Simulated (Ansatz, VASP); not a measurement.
One calculation of SiSn5, two programs

```
Si Sn
1.0
     5.76598    0.00000    0.00000
    -2.88299    4.99349    0.00000
     0.00000    0.00000    5.40260
Si Sn
1 5
Direct
  0.00000 0.00000 0.00000
  0.33333 0.66667 0.00000
  0.66667 0.33333 0.00000
  0.66667 0.66667 0.50000
  0.33333 0.00000 0.50000
  0.00000 0.33333 0.50000
```

Alike in both runs: task relaxation of cell and atoms; functional PBE; k mesh 6 × 6 × 8; occupations gaussian, width 0.1 eV; no spin polarisation.

|  | VASP | Ansatz |
| --- | --- | --- |
| version | VASP 6.6.1 | Ansatz 0.2.0 |
| potentials or method | VASP PAW PBE potentials, release 64 (Si, Sn_d), cutoff 600 eV | scalar-relativistic, plane waves, PAW |
| valence electrons in the cell | 74 | 74 |

VASP gave:

| Quantity | Value |
| --- | --- |
| gap on the k mesh at the Fermi level, each at its own relaxed structure (eV) | none |
| relaxed volume (Å³/atom) | 25.81 |
| relaxed cell length with the largest relative difference (Å) | 5.618 |

Question: What did Ansatz give for the same quantities?

Answer: gap on the k mesh at the Fermi level, each at its own relaxed structure (eV): none; relaxed volume (Å³/atom): 25.83; relaxed cell length with the largest relative difference (Å): 5.622.

A gap of «none» marks a metal or a gap that the smearing closes.
